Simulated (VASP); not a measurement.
W:

```
CELL_PARAMETERS angstrom
-1.58000 1.58000 1.58000
1.58000 -1.58000 1.58000
1.58000 1.58000 -1.58000
ATOMIC_POSITIONS crystal
W 0.00000 0.00000 0.00000
```

```yaml
Program: VASP 6.6.1
Task: relaxation of cell and atoms
Functional: LDA
Potentials_or_basis: VASP PAW LDA potentials, release 64 (W_sv)
Cutoff: 600 eV
k_mesh: 24 × 24 × 24
Occupations: methfessel-paxton, width 0.1 eV
Spin: no spin polarisation
```

At the start: pressure -5.8 GPa; volume 15.78 Å³/atom.

Q: How do energy, volume and symmetry change on relaxing?

A: Over 4 steps the energy falls by 5.1 meV/atom and the volume is 15.50 Å³/atom (-1.8 %); space group Im-3m (No. 229, to 0.1 Å) before and after.

The path:
```
step  energy change (eV)  largest force (eV/Å)  pressure (GPa)  volume (Å³)
   1              0.0000                0.0000           -5.78        15.78
   2              0.0684                0.0000           25.32        14.51
   3             -0.0051                0.0000           -0.19        15.51
   4             -0.0051                0.0000           -0.03        15.50
```

Final structure:
```
W
1.0
    -1.57062    1.57062    1.57062
     1.57062   -1.57062    1.57062
     1.57062    1.57062   -1.57062
W
1
Direct
  0.00000 0.00000 0.00000
```
